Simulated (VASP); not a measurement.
Runs of VASP 6.6.1 on Cu3Te. The structure is that of space group Pm-3m (No. 221), or close to it. The cells are those of the table. 

```csv
cell,gap on the mesh (eV),pressure (GPa)
"a = 4.024 Å, 4 atoms",none,(b)
"a = 3.866 Å, 4 atoms",none,8.4
"a = 3.947 Å, 4 atoms",none,(a)
"a = 3.973 Å, 4 atoms",none,-0.8
"a = 3.999 Å, 4 atoms",none,-2.5
```

Alike in all rows: task single point; level PBE; potentials or basis VASP PAW PBE potentials, release 64 (Cu, Te); no spin polarisation; k mesh 6 × 6 × 6; cutoff (eV) 520; smearing fermi-dirac 0.2 eV.

Fill in the values left out.

(a) 1.1; (b) -3.6.

Caveats: spin-orbit coupling is left out, which moves the levels of the heavy elements; the cell stands under tension (at least some runs); the cell stands under pressure (at least some runs).

A k mesh can miss the band edges, and the runs leave out spin-orbit coupling on Te.

A gap of «none» marks levels without a gap at the run's occupations.
